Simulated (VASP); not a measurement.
Runs of VASP 6.6.1 on Bi. The structure is that of space group R-3m (No. 166), or close to it. The cells are those of the table. 

```csv
level,cell,k mesh,gap on the mesh (eV),pressure (GPa),largest force (eV/Å)
PBE+D3(BJ),"a = 4.535, b = 4.535, c = 4.682 Å, angles 90.0, 61.0, 120.0°, 2 atoms",9 × 9 × 9,none,0.0,0.01
PBE+D3(BJ),"a = 4.682 Å, angles 57.9°, 2 atoms",12 × 12 × 12,none,0.0,0.01
r2SCAN,"a = 4.682 Å, angles 57.9°, 2 atoms",12 × 12 × 12,none,1.2,(a)
PBE+D3(BJ),"a = 4.682 Å, angles 57.9°, 2 atoms",6 × 6 × 6,none,-0.1,0.12
PBE+D3(BJ),"a = 4.729 Å, angles 57.3°, 2 atoms",6 × 6 × 6,none,0.0,0.12
```

Alike in all rows: task single point; potentials or basis VASP PAW PBE potentials, release 64 (Bi_d); no spin polarisation; cutoff (eV) 520; smearing gaussian 0.1 eV.

Fill in the values left out.

(a) 0.18.

Caveats: spin-orbit coupling is left out, which moves the levels of the heavy elements; pairwise dispersion overbinds metals, which lowers pressure and volume (some runs); the PAW data sets were made with another functional, which shifts forces and pressure a little (some runs).

A k mesh can miss the band edges, and the runs leave out spin-orbit coupling on Bi.

A gap of «none» marks levels without a gap at the run's occupations.
